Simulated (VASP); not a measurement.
Write the native input for VASP 6.6.1 that does the following.

* Task: single point
* Functional: revPBE
* Dispersion: D4
* Potentials or basis: VASP PAW PBE potentials, release 64 (Ti_sv)
* Cutoff: 520 eV
* k mesh: 11 × 11 × 11
* Occupations: fermi-dirac, width 0.05 eV
* Spin: no spin polarisation
* Dipole correction: no
* Further INCAR settings: ALGO = Normal; EDIFF = 1e-07; NBANDS = 12

The structure of Ti lies in POSCAR:

```
Ti
1.0
   -1.6246228651      1.6246228651      1.6246228651
    1.6246228651     -1.6246228651      1.6246228651
    1.6246228651      1.6246228651     -1.6246228651
Ti
1
Direct
    0.0000000000      0.0000000000      0.0000000000
```

One way to write it, as run:

INCAR

```
PREC = Accurate
ENCUT = 520
EDIFF = 1E-7
ISMEAR = -1
SIGMA = 0.05
LREAL = False
LASPH = True
NELM = 60
ALGO = Normal
ISIF = 2
LWAVE = False
LCHARG = False
GGA = RE
IVDW = 13
NBANDS = 12
```

KPOINTS

```
regular mesh
0
Gamma
  11 11 11
```

Potentials or basis: VASP PAW PBE potentials, release 64 (Ti_sv).

Launch:

```sh
$ cat potpaw_PBE.64/Ti_sv/POTCAR > POTCAR
$ mpirun -np 1 vasp_std > vasp.out
```

Results of the run:

The pressure is -0.3 GPa and the band gap on the k mesh is zero (band 6 reaches 9.32 eV, above the bottom of band 7 at 7.70 eV). The dispersion energy per atom is -0.311 eV.

Caveat: the PAW data sets were made with another functional, which shifts forces and pressure a little; pairwise dispersion overbinds metals, which lowers pressure and volume.

It took 20 s on 1 thread of Intel Xeon 8259CL, on a shared host, peak memory 0.14 GiB.
